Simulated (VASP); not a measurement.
Si3Sn, 4 atoms in the cell. The structure is tetragonal, space group P-4m2 (No. 115). Conventional cell: a = 4.038 Å, b = 4.038 Å, c = 5.749 Å, α = 90.00°, β = 90.00°, γ = 90.00°. Si (site symmetry 2mm) has 2 Si at 2.40 Å and 2 Sn at 2.56 Å within 3.2 Å. Within 3.2 Å of Si (site symmetry -4m2) lie 4 Si at 2.40 Å. Sn (site symmetry -4m2) has 4 Si at 2.56 Å within 3.4 Å. 

* Program: VASP 6.6.1
* Task: G0W0 quasiparticle levels
* Functional: LDA
* Potentials or basis: VASP PAW LDA potentials, release 64 (Si_GW, Sn_d_GW)
* Cutoff: 500 eV
* k mesh: 4 × 4 × 2
* Occupations: gaussian, width 0.01 eV
* Spin: no spin polarisation
* Dipole correction: no
* GW scheme: G0W0
* GW iterations: 1
* Cutoff of the response function: 140
* Frequency points: 96
* Empty bands: 352
* Further INCAR settings: ALGO = EVGW0; EDIFF = 1e-08; NBANDS = 365

Potentials or basis: VASP PAW LDA potentials, release 64 (Si_GW, Sn_d_GW).

The run is started by

```sh
$ cat potpaw_LDA.64/Si_GW/POTCAR potpaw_LDA.64/Sn_d_GW/POTCAR > POTCAR
$ cp INCAR.step1 INCAR
$ mpirun -np 1 vasp_std > vasp.out
$ cp INCAR.step2 INCAR
$ mpirun -np 1 vasp_std > vasp.out
$ cp INCAR.step3 INCAR
$ mpirun -np 1 vasp_std > vasp.out
```

Hardware: 1 thread of Intel(R) Xeon(R) 6975P-C (Granite Rapids), on a shared host.

Question: How long does it take, and how much memory?

Answer: Run time: 14 min on 1 thread of Intel(R) Xeon(R) 6975P-C (Granite Rapids), on a shared host, peak memory 1.8 GiB. Counts: k points 12.
